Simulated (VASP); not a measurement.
## SiC: relaxation of the atoms with PBE

The system is SiC.

```xyz
4
Lattice="3.0105 0.0000 0.0000 -1.5053 2.6072 0.0000 0.0000 0.0000 5.3524" Properties=species:S:1:pos:R:3 pbc="T T T"
Si    0.0000    1.7381    0.0244
Si    1.5053    0.8691    2.7006
C     0.0000    1.7381    2.0362
C     1.5053    0.8691    4.7124
```

This cell differs from its parent crystal: volume 10.503 Å^3 an atom, c/a of the conventional cell 1.7779.

```json
{"Program": "VASP 6.6.1", "Task": "relaxation of the atoms", "Functional": "PBE", "Potentials or basis": "VASP PAW PBE potentials, release 64 (Si, C)", "Cutoff": "520 eV", "k mesh": "12 × 12 × 6", "Occupations": "gaussian, width 0.05 eV", "Spin": "no spin polarisation", "Dipole correction": "no", "Further INCAR settings": "ALGO = Normal; EDIFF = 1e-06; IBRION = 2; EDIFFG = -0.01; NSW = 50"}
```

| Item | Value |
| --- | --- |
| Energy gained by relaxing | 3.4 meV/atom |
| Ionic steps | 3 |
| Pressure after relaxing | 1.1 GPa |
| Band gap on the k mesh | 1.75 eV, indirect (least direct gap 4.13 eV) |

Stress tensor (GPa, compression positive):
```
 14.29   0.00   0.00
  0.00  14.29   0.00
  0.00   0.00 -25.42
```

The path:
```csv
step,energy change (eV),largest force (eV/Å),pressure (GPa)
1,0.0000,0.4334,2.02
2,-0.0119,0.1650,0.75
3,-0.0137,0.0001,1.05
```

Final structure:
```
CELL_PARAMETERS angstrom
3.01052 0.00000 0.00000
-1.50526 2.60719 0.00000
0.00000 0.00000 5.35240
ATOMIC_POSITIONS crystal
Si 0.33333 0.66667 0.00745
Si 0.66667 0.33333 0.50745
C 0.33333 0.66667 0.37755
C 0.66667 0.33333 0.87755
```

Levels at points of the mesh, in eV from the valence-band top:
```csv
k point,band 5,band 6,band 7,band 8,band 9,band 10,band 11,band 12
"(0.00, 0.00, 0.00)",-0.97,-0.87,0.00,0.00,4.13,5.74,7.04,7.04
"(0.50, 0.00, 0.00)",-5.54,-3.49,-3.04,-1.39,3.13,3.45,6.48,7.08
"(0.00, 0.00, 0.50)",-0.52,-0.52,-0.52,-0.52,6.45,6.45,7.66,7.66
"(0.50, 0.00, 0.50)",-2.90,-2.90,-2.34,-2.34,2.65,2.65,4.92,4.92
```

Wall time 56 s on 1 thread of Intel(R) Xeon(R) Platinum 8259CL CPU @ 2.50GHz (Skylake/Cascade Lake) (shared host), peak memory 0.17 GiB.

 A k mesh can miss the band edges.
